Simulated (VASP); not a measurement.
# Ge2SbO3 (R-3m) in VASP: further runs

Runs on Ge2SbO3. Level: PBE. Tasks: single point.

Program: VASP 6.6.1. These are calculated values, not measurements. Logs are shortened: lines on timing, memory, paths and dates and some standing lists are left out, and cuts for length are marked.

### Step 1. The cell of the first run

It takes space group R-3m (No. 166, trigonal). Conventional cell: a = 5.695 Å, b = 5.695 Å, c = 11.625 Å, α = 90.00°, β = 90.00°, γ = 120.00°. Within 2.5 Å of Ge (site symmetry 3m) lie 3 O at 1.86 Å. Within 3.8 Å of Sb (site symmetry -3m) lie 6 O at 2.85 Å and 8 Ge at 3.00 to 3.40 Å. Within 2.5 Å of O (site symmetry 2/m) lie 2 Ge at 1.86 Å.

The cell was generated, and may not be a known phase.

### Step 2. Single point, PBE

File INCAR:

```
SYSTEM = Ge2SbO3
PREC = Accurate ; ENCUT = 520
EDIFF = 1E-6 ; ISMEAR = 0
SIGMA = 0.1 ; LREAL = .FALSE.
LASPH = .TRUE. ; NELM = 60
ALGO = Normal ; ISIF = 2
LWAVE = .FALSE. ; LCHARG = .FALSE.
GGA = PE ; NBANDS = 34
```

File KPOINTS:

```
regular mesh
0
G
  3 3 3
  0 0 0
```

File POSCAR:

```
Ge2SbO3
1.0
    2.8476657938      1.6441006114      3.8750870611
   -2.8476657938      1.6441006114      3.8750870611
    0.0000000000     -3.2882012264      3.8750870596
Ge Sb O
2 1 3
Direct
    0.2417808064      0.2417808064      0.2417808064
    0.7582191936      0.7582191936      0.7582191936
    0.5000000000      0.5000000000      0.5000000000
    0.0000000000      0.0000000000      0.5000000000
    0.5000000000      0.0000000000      0.0000000000
    0.0000000000      0.5000000000      0.0000000000
```

Potentials or basis: VASP PAW PBE potentials, release 64 (Ge_d, Sb, O).

Launch:

```sh
$ cat potpaw_PBE.64/Ge_d/POTCAR potpaw_PBE.64/Sb/POTCAR potpaw_PBE.64/O/POTCAR > POTCAR
$ mpirun -np 1 vasp_std > vasp.out
```

OUTCAR:

```text
SYSTEM = Ge2SbO3
   PREC = Accurate
   ENCUT = 520
   EDIFF = 1E-6
   ISMEAR = 0
   LREAL = .FALSE.
   LASPH = .TRUE.
   NELM = 60
   ISIF = 2
   GGA = PE

 ion  position               nearest neighbor table
   1  0.242  0.242  0.242-   4 1.86   5 1.86   6 1.86   3 3.00
   2  0.758  0.758  0.758-   4 1.86   5 1.86   6 1.86   3 3.00
   3  0.500  0.500  0.500-   5 2.85   6 2.85   5 2.85   6 2.85   4 2.85   4 2.85   1 3.00   2 3.00

   4  0.000  0.000  0.500-   1 1.86   2 1.86   3 2.85   3 2.85
   5  0.500  0.000  0.000-   1 1.86   2 1.86   3 2.85   3 2.85
   6  0.000  0.500  0.000-   1 1.86   2 1.86   3 2.85   3 2.85

  LATTYP: Found a trigonal (rhomboedric) cell.
 ALAT       =     5.0821813254
 COS(alpha) =     0.3720750775

  Lattice vectors:

 A1 = (   2.8476657938,   1.6441006114,   3.8750870611)
 A2 = (  -2.8476657938,   1.6441006114,   3.8750870611)
 A3 = (   0.0000000000,  -3.2882012264,   3.8750870596)

Analysis of symmetry for initial positions (statically):
=====================================================================
 Subroutine PRICEL returns:
 Original cell was already a primitive cell.

 Routine SETGRP: Setting up the symmetry group for a
 trigonal (rhombohedral) supercell.

 Subroutine GETGRP returns: Found 12 space group operations
 (whereof 12 operations were pure point group operations)
 out of a pool of 12 trial point group operations.

The static configuration has the point symmetry D_3d.

Analysis of symmetry for dynamics (positions and initial velocities):
=====================================================================
 Subroutine PRICEL returns:
 Original cell was already a primitive cell.

 Routine SETGRP: Setting up the symmetry group for a
 trigonal (rhombohedral) supercell.

 Subroutine GETGRP returns: Found 12 space group operations
 (whereof 12 operations were pure point group operations)
 out of a pool of 12 trial point group operations.

The dynamic configuration has the point symmetry D_3d.

 Subroutine INISYM returns: Found 12 space group operations
 (whereof 12 operations are pure point group operations),
 and found     1 'primitive' translations

----------------------------------------------------------------------------------------

                                     Primitive cell

  volume of cell :     108.8554

  direct lattice vectors                    reciprocal lattice vectors
     2.847665794  1.644100611  3.875087061     0.175582402  0.101372547  0.086019573
    -2.847665794  1.644100611  3.875087061    -0.175582402  0.101372547  0.086019573
     0.000000000 -3.288201226  3.875087060     0.000000000 -0.202745094  0.086019573

  length of vectors
     5.082181325  5.082181325  5.082181325     0.220238371  0.220238371  0.220238371

  position of ions in fractional coordinates (direct lattice)
     0.241780806  0.241780806  0.241780806
     0.758219194  0.758219194  0.758219194
     0.500000000  0.500000000  0.500000000
     0.000000000  0.000000000  0.500000000
     0.500000000  1.000000000  0.000000000
     1.000000000  0.500000000  0.000000000

  ion indices of the primitive-cell ions
   primitive index   ion index
                 1           1
                 2           2
                 3           3
                 4           4
                 5           5
                 6           6

----------------------------------------------------------------------------------------

 KPOINTS: regular mesh

Automatic generation of k-mesh.
 Grid dimensions read from file:
 generate k-points for:    3    3    3

 Generating k-lattice:

  Cartesian coordinates                     Fractional coordinates (reciprocal lattice)
     0.058527467  0.033790849  0.028673191     0.333333333 -0.000000000  0.000000000
    -0.058527467  0.033790849  0.028673191    -0.000000000  0.333333333  0.000000000
     0.000000000 -0.067581698  0.028673191     0.000000000  0.000000000  0.333333333

  Length of vectors
     0.073412790  0.073412790  0.073412790

  Shift w.r.t. Gamma in fractional coordinates (k-lattice)
     0.000000000  0.000000000  0.000000000

 Subroutine IBZKPT returns following result:
 ===========================================

 Found      6 irreducible k-points:

 Following reciprocal coordinates:
            Coordinates               Weight
  0.000000  0.000000  0.000000      1.000000
  0.333333 -0.000000 -0.000000      6.000000
  0.333333  0.333333  0.000000      6.000000
 -0.333333  0.333333  0.000000      6.000000
  0.333333  0.333333  0.333333      2.000000
 -0.333333  0.333333  0.333333      6.000000
   k-points           NKPTS =      6   k-points in BZ     NKDIM =      6   number of bands    NBANDS=     34
   number of dos      NEDOS =    301   number of ions     NIONS =      6
   total plane-waves  NPLWV =  64000
   dimension x,y,z NGX =    40 NGY =   40 NGZ =   40
   dimension x,y,z NGXF=    80 NGYF=   80 NGZF=   80
   ions per type =               2   1   3
   NGX,Y,Z   is equivalent  to a cutoff of  13.08, 13.08, 13.08 a.u.
   NGXF,Y,Z  is equivalent  to a cutoff of  26.17, 26.17, 26.17 a.u.
 SYSTEM =  Ge2SbO3
   PREC   = accura    normal or accurate (medium, high low for compatibility)
   ISTART =      0    job   : 0-new  1-cont  2-samecut
   ICHARG =      2    charge: 1-file 2-atom 10-const
   ISPIN  =      1    spin polarized calculation?
   LNONCOLLINEAR =      F non collinear calculations
   LSORBIT =      F    spin-orbit coupling
   LASPH  =      T    aspherical Exc in radial PAW
   ENCUT  =  520.0 eV  38.22 Ry    6.18 a.u.   9.45  9.45  9.45*2*pi/ulx,y,z
   NELM   =     60;   NELMIN=  2; NELMDL= -5     # of ELM steps
   EDIFF  = 0.1E-05   stopping-criterion for ELM
   LREAL  =      F    real-space projection
   EDIFFG = 0.1E-04   stopping-criterion for IOM
   NSW    =      0    number of steps for IOM
   IBRION =     -1    ionic relax: 0-MD 1-quasi-New 2-CG
   NFREE  =      0    steps in history (QN), initial steepest desc. (CG)
   ISIF   =      2    stress and relaxation
   ISYM   =      2    0-nonsym 1-usesym 2-fastsym
   POTIM  = 0.5000    time-step for ionic-motion
   TEBEG  =    0.0;   TEEND  =   0.0 temperature during run
   PSTRESS=    0.0 pullay stress
   NELECT =      51.0000    total number of electrons
   NUPDOWN=      -1.0000    fix difference up-down
   EMIN   =  10.00;   EMAX   =-10.00  energy-range for DOS
   EFERMI =   0.00;   METHOD = LEGACY
   ISMEAR =     0;   SIGMA  =   0.10  broadening in eV -4-tet -1-fermi 0-gaus
   EFERMI_NEDOS =   21; number of points for ismear=-14 and -15
   IALGO  =     38    algorithm
   IMIX   =      4    mixing-type and parameters
     AMIX     =   0.40;   BMIX     =  1.00
     AMIX_MAG =   1.60;   BMIX_MAG =  1.00
  volume/ion in A,a.u.               =      18.14       122.43
  Fermi-wavevector in a.u.,A,eV,Ry     =   1.271496  2.402778 21.996552  1.616701
  Thomas-Fermi vector in A             =   2.404425
   LORBIT       =      0    0 simple, 1 ext, 2 COOP (PROOUT), +10 PAW based schemes
   GGA     = PE    functional components
   LHFCALC =     F    Hartree Fock is set to
   AEXX    =    0.0000 exact exchange contribution
   IVDW    =     0    specifies the selected vdW correction
   LEPSILON=     F    determine dielectric tensor
   LRPA    =     F    only Hartree local field effects (RPA)
 non-spin polarized calculation
 Gauss-broadening in eV      SIGMA  =   0.10
  energy-cutoff  :      520.00
  volume of cell :      108.86
 maximum number of plane-waves:      2961
 NGX is ok and might be reduce to    40
   NGX = 19   NGY = 19   NGZ = 19

 number of electron      50.9999989 magnetization

 Free energy of the ion-electron system (eV)
  ---------------------------------------------------
  ext. energy  EPLUGINS =         0.00000000
  ---------------------------------------------------
  free energy    TOTEN  =       -32.56679897 eV

  energy without entropy =      -32.53359019  energy(sigma->0) =      -32.55019458

 E-fermi :   4.6571     XC(G=0):  -9.4567

 val. band max:        4.6190338700   @ k =   0.3333   0.3333   0.0000
 cond. band min:       4.6840291789   @ k =  -0.3333   0.3333   0.3333
 fundamental gap:      0.0649953089
 Fermi energy:         4.6570531362

 k-point     1 :       0.0000    0.0000    0.0000
  band No.  band energies     occupation
      1     -20.9108      2.00000
      2     -20.9108      2.00000
      3     -20.7863      2.00000
      4     -20.7863      2.00000
      5     -20.6857      2.00000
      6     -20.6857      2.00000
[... 26 lines left out ...]
     33      11.8966      0.00000
     34      11.8966      0.00000

 k-point     2 :       0.3333   -0.0000   -0.0000
  band No.  band energies     occupation
      1     -20.9089      2.00000
      2     -20.8866      2.00000
      3     -20.8155      2.00000
      4     -20.7880      2.00000
      5     -20.6868      2.00000
      6     -20.6848      2.00000
[... 26 lines left out ...]
     33      10.5123      0.00000
     34      12.0461      0.00000

 k-point     3 :       0.3333    0.3333    0.0000
  band No.  band energies     occupation
      1     -20.9111      2.00000
      2     -20.8858      2.00000
      3     -20.8175      2.00000
      4     -20.7854      2.00000
      5     -20.6878      2.00000
      6     -20.6838      2.00000
[... 26 lines left out ...]
     33      11.6900      0.00000
     34      12.2144      0.00000

 k-point     4 :      -0.3333    0.3333    0.0000
  band No.  band energies     occupation
      1     -20.9098      2.00000
      2     -20.8545      2.00000
      3     -20.8512      2.00000
      4     -20.7863      2.00000
      5     -20.6866      2.00000
      6     -20.6844      2.00000
[... 26 lines left out ...]
     33      10.9555      0.00000
     34      11.3803      0.00000

 k-point     5 :       0.3333    0.3333    0.3333
  band No.  band energies     occupation
      1     -20.9088      2.00000
      2     -20.9088      2.00000
      3     -20.7889      2.00000
      4     -20.7889      2.00000
      5     -20.6847      2.00000
      6     -20.6847      2.00000
[... 26 lines left out ...]
     33       9.7170      0.00000
     34      11.8913      0.00000

 k-point     6 :      -0.3333    0.3333    0.3333
  band No.  band energies     occupation
      1     -20.9090      2.00000
      2     -20.8872      2.00000
      3     -20.8160      2.00000
      4     -20.7880      2.00000
      5     -20.6870      2.00000
      6     -20.6844      2.00000
[... 26 lines left out ...]
     33      11.2883      0.00000
     34      11.7091      0.00000

------------------------ aborting loop because EDIFF is reached ----------------------------------------

  FORCE on cell =-STRESS in cart. coord.  units (eV):
  Direction    XX          YY          ZZ          XY          YZ          ZX
  --------------------------------------------------------------------------------------
  -------------------------------------------------------------------------------------
  Total        0.0976311      0.0976311     -0.1465346      0.0000000      0.0000000      0.0000000
  in kB        1.4369736      1.4369736     -2.1567537      0.0000000      0.0000000      0.0000000
  external PRESSURE =       0.2390645 kB  Pullay stress =       0.0000000 kB

 VOLUME and BASIS-vectors are now :
 -----------------------------------------------------------------------------
  energy-cutoff  :      520.00
  volume of cell :      108.86
      direct lattice vectors                 reciprocal lattice vectors
     2.847665794  1.644100611  3.875087061     0.175582402  0.101372547  0.086019573
    -2.847665794  1.644100611  3.875087061    -0.175582402  0.101372547  0.086019573
     0.000000000 -3.288201226  3.875087060     0.000000000 -0.202745094  0.086019573

 POSITION                                       TOTAL-FORCE (eV/Angst)
 -----------------------------------------------------------------------------------
      0.00000     -0.00000      2.81077        -0.000000     -0.000000      0.020312
      0.00000     -0.00000      8.81450        -0.000000      0.000000     -0.020312
      0.00000     -0.00000      5.81263        -0.000000     -0.000000      0.000000
      0.00000     -1.64410      1.93754         0.000000     -0.000000      0.000000
      1.42383      0.82205      1.93754        -0.000000     -0.000000      0.000000
     -1.42383      0.82205      1.93754        -0.000000     -0.000000     -0.000000
 -----------------------------------------------------------------------------------
    total drift:                                0.000000     -0.000000      0.000000

  FREE ENERGIE OF THE ION-ELECTRON SYSTEM (eV)
  ---------------------------------------------------
  free  energy   TOTEN  =       -32.5667989688 eV

  energy  without entropy=      -32.5335901943  energy(sigma->0) =      -32.55019458
```

Wall time 67 s (1 thread of Oxide Virtual Turin-like, shared host); peak memory 0.21 GiB.

What came out:

```yaml
Free_energy: -32.5668 eV
Pressure: 0.0 GPa
Largest_force: 0.020 eV/Å
Band_gap_on_the_k_mesh: zero (an odd number of electrons rules out a gap without spin polarisation)
```

Forces in eV/Å, atoms in the order of the input:
```
Ge   0.000  0.000  0.020
Ge   0.000  0.000 -0.020
Sb   0.000  0.000  0.000
O    0.000  0.000  0.000
O    0.000  0.000  0.000
O    0.000  0.000  0.000
```

Caveat: the k points lie up to 0.46 Å⁻¹ apart, too coarse for converged energies and pressures of a metal; spin-orbit coupling is left out, which moves the levels of the heavy elements; an odd number of electrons without spin polarisation forces a metal; a magnetic or distorted state may lie lower.

### Step 3. Single point, PBE

This run uses another cell than the first one, of 35.59 Å³/atom.

File INCAR:

```
PREC = Accurate
ENCUT = 520
EDIFF = 1E-6
ISMEAR = 0
SIGMA = 0.1
LREAL = F
LASPH = T
NELM = 100
ALGO = Normal
ISIF = 2
LWAVE = F
LCHARG = F
GGA = PE
NBANDS = 34
```

File KPOINTS:

```
Automatic mesh
0
Gamma
  3 3 3
```

File POSCAR:

```
Ge2SbO3
1.0
    3.3862115400      1.9550301400      5.3763184500
   -3.3862115400      1.9550301400      5.3763184500
    0.0000000000     -3.9100602900      5.3763184500
Ge Sb O
2 1 3
Direct
    0.2585968100      0.2585968100      0.2585968100
    0.7414031900      0.7414031900      0.7414031900
    0.5000000000      0.5000000000      0.5000000000
    0.0000000000      0.0000000000      0.5000000000
    0.5000000000      0.0000000000      0.0000000000
    0.0000000000      0.5000000000      0.0000000000
```

Potentials or basis: VASP PAW PBE potentials, release 64 (Ge_d, Sb, O).

Launch:

```sh
$ cat potpaw_PBE.64/Ge_d/POTCAR potpaw_PBE.64/Sb/POTCAR potpaw_PBE.64/O/POTCAR > POTCAR
$ mpirun -np 1 vasp_std > vasp.out
```

It took 4 min on 1 thread of Oxide Virtual Turin-like, shared host; peak memory 0.32 GiB.

The run converged. Its results:

* Free energy: -23.7268 eV
* Pressure: -12.2 GPa
* Largest force: 4.362 eV/Å
* Band gap on the k mesh: zero (an odd number of electrons rules out a gap without spin polarisation)

Forces on the atoms (eV/Å):
```
Ge   0.000  0.000 -4.362
Ge   0.000  0.000  4.362
Sb   0.000  0.000  0.000
O    0.000  0.000  0.000
O    0.000  0.000  0.000
O    0.000  0.000  0.000
```

Stress tensor (GPa, compression positive):
```
-12.66   0.00   0.00
  0.00 -12.66   0.00
  0.00   0.00 -11.17
```

Levels at points of the mesh, in eV from the Fermi level:
| k point | band 22 | band 23 | band 24 | band 25 | band 26 | band 27 | band 28 | band 29 | band 30 | band 31 |
| --- | --- | --- | --- | --- | --- | --- | --- | --- | --- | --- |
| (0.00, 0.00, 0.00) | -0.98 | -0.42 | -0.08 | -0.08 | 0.41 | 1.31 | 1.31 | 1.39 | 1.39 | 1.79 |

Caveat: the k points lie up to 0.38 Å⁻¹ apart, too coarse for converged energies and pressures of a metal; spin-orbit coupling is left out, which moves the levels of the heavy elements; an odd number of electrons without spin polarisation forces a metal; a magnetic or distorted state may lie lower.

### Step 4. Single point, PBE

This run uses another cell than the first one, of 18.07 Å³/atom.

File INCAR:

```
SYSTEM = Ge2SbO3
PREC = Accurate ; ENCUT = 520
EDIFF = 1E-7 ; ISMEAR = 0
SIGMA = 0.1 ; LREAL = .False.
LASPH = .True. ; NELM = 80
ALGO = Fast ; ISIF = 2
LWAVE = .False. ; LCHARG = .True.
GGA = PE ; LELF = .True.
LVHAR = .True. ; NBANDS = 34
```

File KPOINTS:

```
Automatic mesh
0
Gamma
  6 6 6
  0 0 0
```

File POSCAR:

```
Ge2SbO3
1.0
    2.8453794246      1.6427805767      3.8651263008
   -2.8453794246      1.6427805767      3.8651263008
    0.0000000000     -3.2855611534      3.8651263008
Ge Sb O
2 1 3
Direct
    0.2418726144      0.2418726144      0.2418726144
    0.7581273856      0.7581273856      0.7581273856
    0.5000000000      0.5000000000      0.5000000000
    0.0000000000      0.0000000000      0.5000000000
    0.5000000000      0.0000000000      0.0000000000
    0.0000000000      0.5000000000      0.0000000000
```

Launch:

```sh
$ cat potpaw_PBE.64/Ge_d/POTCAR potpaw_PBE.64/Sb/POTCAR potpaw_PBE.64/O/POTCAR > POTCAR
$ mpirun -np 1 vasp_std > vasp.out
```

It took 4.9 min on 1 thread of Oxide Virtual Turin-like, shared host; peak memory 0.27 GiB.

The run converged. Its results:

| Item | Value |
| --- | --- |
| Free energy | -32.7083 eV |
| Pressure | -0.2 GPa |
| Band gap on the k mesh | zero (an odd number of electrons rules out a gap without spin polarisation) |

Stress tensor (GPa, compression positive):
```
-0.25  0.00  0.00
 0.00 -0.25  0.00
 0.00  0.00 -0.13
```

Levels at points of the mesh, in eV from the Fermi level:
| k point | band 23 | band 24 | band 25 | band 26 | band 27 | band 28 |
| --- | --- | --- | --- | --- | --- | --- |
| (0.00, 0.00, 0.00) | -3.07 | -3.07 | -2.93 | 1.05 | 1.05 | 1.76 |
| (0.50, 0.00, 0.00) | -3.81 | -3.11 | -1.48 | -0.91 | 1.23 | 1.27 |
| (0.50, 0.50, 0.00) | -3.13 | -2.98 | -0.93 | -0.55 | 0.40 | 0.70 |
| (0.50, 0.50, 0.50) | -3.03 | -3.03 | -2.37 | 1.34 | 1.34 | 3.41 |

Caveat: spin-orbit coupling is left out, which moves the levels of the heavy elements; an odd number of electrons without spin polarisation forces a metal; a magnetic or distorted state may lie lower.

### Step 5. The runs side by side

```csv
cell,k mesh,gap on the mesh (eV),pressure (GPa),largest force (eV/Å)
"a = 5.082 Å, angles 68.2°, 6 atoms, atomic positions A",3 × 3 × 3,none,0.0,0.02
"a = 6.648 Å, angles 61.2°, 6 atoms, atomic positions B",3 × 3 × 3,none,-12.2,4.36
"a = 5.073 Å, angles 68.2°, 6 atoms, atomic positions C",6 × 6 × 6,none,-0.2,-
```

Alike in all rows: task single point; level PBE; potentials or basis VASP PAW PBE potentials, release 64 (Ge_d, Sb, O); no spin polarisation; cutoff (eV) 520; smearing gaussian 0.1 eV.

Caveats: some runs use coarse meshes; spin-orbit coupling is left out, which moves the levels of the heavy elements; an odd number of electrons without spin polarisation forces a metal; a magnetic or distorted state may lie lower.

Absolute energies hang on the potentials; compare differences alone.

The gap in the log of VASP goes by the Fermi energy; the results here count the filled bands.